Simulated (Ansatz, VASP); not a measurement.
CdS: VASP beside Ansatz

INCAR

```
ALGO     = Normal         # electronic algorithm
EDIFF    = 1E-7           # SCF threshold, eV
ENCUT    = 520            # plane-wave cutoff, eV
ISIF     = 2              # what is computed and relaxed
ISMEAR   = 0              # smearing method
LASPH    = T              # aspherical terms in the spheres
LCHARG   = F              # write CHGCAR
LREAL    = F              # projectors in reciprocal space
LWAVE    = F              # write WAVECAR
NBANDS   = 16             # bands
NELM     = 80             # most SCF steps
PREC     = Accurate       # precision mode
SIGMA    = 0.01           # smearing width, eV
```

The input KPOINTS:

```
k-points
0
Gamma
  8 8 8
```

POSCAR

```
CdS
1.0
    2.7982207688      2.7982207688      0.0000000000
   -2.7982207688      2.7982207688      0.0000000000
    0.0000000000      2.7982207688      2.7982207688
Cd S
1 1
Direct
    0.0000000000      0.0000000000      0.0000000000
    0.7500000000      0.2500000000      0.5000000000
```

Input for Ansatz:

```yaml
crystal:
  lattice:
    - [2.79822076882, 2.79822076882, 0.0]
    - [-2.79822076882, 2.79822076882, 0.0]
    - [0.0, 2.79822076882, 2.79822076882]
  atoms:
    - { symbol: Cd, position: [0.0, 0.0, 0.0] }
    - { symbol: S, position: [0.75, 0.25, 0.5] }
kpoints:
  mp_grid: { grid: [8, 8, 8] }
scf:
  occupations: { method: fixed }
  convergence: { dr2_threshold: 1.0e-10 }
hamiltonian:
  xc: lda
  pseudopotentials: { kind: all_electron, lapw: { basis_error: 0.0005 } }
output:
  forces: true
  stress: true
  eigenstates:
    kpoints:
      - [0.0, 0.0, 0.0]
      - [-0.5, -0.5, -0.5]
      - [-0.5, 0.5, 0.0]
      - [0.0, 0.0, -0.5]
      - [0.0, -0.5, -0.5]
      - [0.0, 0.5, 0.0]
      - [-0.5, 0.0, 0.0]
      - [-0.5, 0.0, -0.5]
  eigenvalues: true
```

Alike in both runs: task single point; functional LDA; k mesh 8 × 8 × 8; no spin polarisation.

```csv
,VASP,Ansatz
version,VASP 6.6.1,Ansatz 0.2.0
potentials or method,"VASP PAW LDA potentials, release 64 (Cd, S), cutoff 520 eV","all-electron LAPW, scalar-relativistic"
occupations,"gaussian, width 0.01 eV",fixed
```

```csv
,VASP,Ansatz,Ansatz less VASP
gap on the k mesh at the Fermi level (eV),1.15,1.11,-0.039
pressure (GPa),7.8,7.0,-0.75
```

LDA's correlation is that of Perdew and Zunger in VASP and of Perdew and Wang (1992) in Ansatz. Ansatz ran all-electron here, and VASP with PAW potentials.
